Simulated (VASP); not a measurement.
The system is GaN.

```
Ga N
1.0
     0.00000    2.25350    2.25350
     2.25350    0.00000    2.25350
     2.25350    2.25350    0.00000
Ga N
1 1
Direct
  0.00000 0.00000 0.00000
  0.25000 0.25000 0.25000
```

Program: VASP 6.6.1. Alike in all runs: task single point; no spin polarisation; cell as given.

Task: Order these runs on this cell by their band gap on the k mesh, lowest first.
A. level PBE; potentials or basis VASP PAW PBE potentials, release 64 (Ga_d, N); k mesh 10 × 10 × 10; cutoff (eV) 520; smearing gaussian 0.017 eV
B. level B3LYP5; potentials or basis VASP PAW PBE potentials, release 64 (Ga_d, N); k mesh 6 × 6 × 6; cutoff (eV) 520; smearing fermi-dirac 0.05 eV; grid for exact exchange (PRECFOCK) Normal
C. level PBE-based screened hybrid; potentials or basis VASP PAW PBE potentials, release 64 (Ga_d, N); k mesh 5 × 5 × 5; cutoff (eV) 520; smearing fermi-dirac 0.05 eV; grid for exact exchange (PRECFOCK) Normal; share of exact exchange 0.25; screening parameter 0.15 1/Å
D. level BHLYP; potentials or basis VASP PAW PBE potentials, release 64 (Ga_d, N); k mesh 5 × 5 × 5; cutoff (eV) 520; smearing fermi-dirac 0.05 eV; grid for exact exchange (PRECFOCK) Normal
E. level r2SCAN; potentials or basis VASP PAW PBE potentials, release 64 (Ga_d, N_h); k mesh 10 × 10 × 10; cutoff (eV) 910; smearing fermi-dirac 0.05 eV; second run hard_potentials

Result: A (1.72 eV), E (2.12 eV), C (3.15 eV), B (3.40 eV), D (6.00 eV).

Caveats: some runs use coarse meshes.
